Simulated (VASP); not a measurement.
Here is a VASP 6.6.1 calculation.

Contents of INCAR:

```
ALGO = Normal
EDIFF = 1E-6
ENCUT = 520
GGA = PE
ISIF = 2
ISMEAR = 0
LASPH = True
LCHARG = False
LREAL = False
LWAVE = False
NBANDS = 35
NELM = 60
PREC = Accurate
SIGMA = 0.05
```

The input KPOINTS:

```
k-points
0
Gamma
  6 6 8
```

The input POSCAR:

```
SnO2
1.0
    4.8277049966      0.0000000000      0.0000000000
    0.0000000000      4.8277049966      0.0000000000
    0.0000000000      0.0000000000      3.2379909407
Sn O
2 4
Direct
    0.0000000000      0.0000000000      0.0308833477
    0.5000000000      0.5000000000      0.5000000000
    0.3066050867      0.3066050867      0.0000000000
    0.1933949133      0.8066050867      0.5000000000
    0.6933949133      0.6933949133      0.0000000000
    0.8066050867      0.1933949133      0.5000000000
```

Potentials or basis: VASP PAW PBE potentials, release 64 (Sn_d, O).

Command:

```bash
$ cat potpaw_PBE.64/Sn_d/POTCAR potpaw_PBE.64/O/POTCAR > POTCAR
$ mpirun -np 1 vasp_std > vasp.out
```

Q: Estimate the largest force.

A: 1.800 eV/Å.

Q: Estimate the pressure.

A: 1.3 GPa.

Q: What does it give for the band gap on the k mesh?

A: 0.67 eV, direct.

Stress tensor (GPa, compression positive):
```
 1.03 -0.66  0.00
-0.66  1.03  0.00
 0.00  0.00  1.85
```

Caveat: the cell differs from its parent crystal (atom 1 (Sn) moved -0.100 Å towards its neighbour atom 1 (Sn) at 3.238 Å); spin-orbit coupling is left out, which moves the levels of the heavy elements; forces of over 1 eV/Å act on the atoms, so gaps and moduli don't describe the material at rest.
